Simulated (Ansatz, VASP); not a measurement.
Zr in VASP and in Ansatz

```
CELL_PARAMETERS angstrom
3.21588 0.00000 0.00000
-1.60794 2.78503 0.00000
0.00000 0.00000 5.13918
ATOMIC_POSITIONS crystal
Zr 0.33333 0.66667 0.25000
Zr 0.66667 0.33333 0.75000
```

Alike in both runs: task single point; functional RPBE; k mesh 18 × 18 × 10; occupations fermi-dirac, width 0.1 eV; no spin polarisation.

|  | VASP | Ansatz |
| --- | --- | --- |
| version | VASP 6.6.1 | Ansatz 0.2.0 |
| potentials or method | VASP PAW PBE potentials, release 64 (Zr_sv), cutoff 520 eV | plane waves (420 eV) with PAW, scalar-relativistic |
| valence electrons in the cell | 24 | 24 |

Ansatz gave:

| Item | Value |
| --- | --- |
| pressure (GPa) | 3.9 |
| traceless stress, the component that is largest in VASP (GPa) | 0.25 |

Q: Estimate VASP's values.

A: Pressure (GPa): 3.9; traceless stress, the component that is largest in VASP (GPa): 0.24.

VASP's potentials were made for PBE, not for RPBE.
